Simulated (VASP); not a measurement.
Write the native input for VASP 6.6.1 that does the following.

- Task: single point
- Functional: PBE
- Potentials or basis: VASP PAW PBE potentials, release 64 (Mn_sv, O)
- Cutoff: 600 eV
- k mesh: 7 × 7 × 7
- Occupations: fermi-dirac, width 0.3 eV
- Spin: collinear spin, ferromagnetic start
- Starting moments: [4.0, 0.0] μB
- Hubbard terms: Mn d U = 3.0 eV
- Dipole correction: no
- Second run: valence_matched
- Further INCAR settings: ALGO = Normal; EDIFF = 1e-06; NBANDS = 22

The structure of MnO (Manganosite) lies in POSCAR:

```
MnO
1.0
    3.1437970000      0.0000000000      0.0000000000
    1.5718985000      2.7226080663      0.0000000000
    1.5718985000      0.9075360221      2.5668995016
Mn O
1 1
Direct
    0.0000000000      0.0000000000      0.0000000000
    0.5000000000      0.5000000000      0.5000000000
```

One way to write it, as run:

INCAR

```
SYSTEM = MnO
ALGO = Normal
EDIFF = 1E-6
ENCUT = 600
GGA = PE
GGA_COMPAT = .False.
ISIF = 2
ISMEAR = -1
ISPIN = 2
LASPH = .True.
LCHARG = .True.
LDAU = .True.
LDAUJ = 0 0
LDAUL = 2 -1
LDAUPRINT = 1
LDAUTYPE = 2
LDAUU = 3 0
LELF = .True.
LMAXMIX = 4
LORBIT = 11
LREAL = .False.
LVHAR = .True.
LWAVE = .False.
MAGMOM = 4 0
NBANDS = 22
NELM = 200
PREC = Accurate
SIGMA = 0.3
```

KPOINTS

```
k-points
0
Gamma
  7 7 7
  0 0 0
```

Potentials or basis: VASP PAW PBE potentials, release 64 (Mn_sv, O).

Launch:

```sh
$ cat potpaw_PBE.64/Mn_sv/POTCAR potpaw_PBE.64/O/POTCAR > POTCAR
$ mpirun -np 1 vasp_std > vasp.out
```

Results of the run:

* Pressure: 3.9 GPa
* Net moment: 4.96 μB per cell
* Site moments: Mn +4.42; O +0.17 μB
* Valence electrons inside the program's atomic spheres: Mn 12.86; O 5.00

Caveat: a cell with one magnetic atom can't hold antiferromagnetic order, which such compounds often take.

It took 28 s on 1 thread of AMD EPYC 9R14 (Zen 4), on a shared host, peak memory 0.14 GiB.
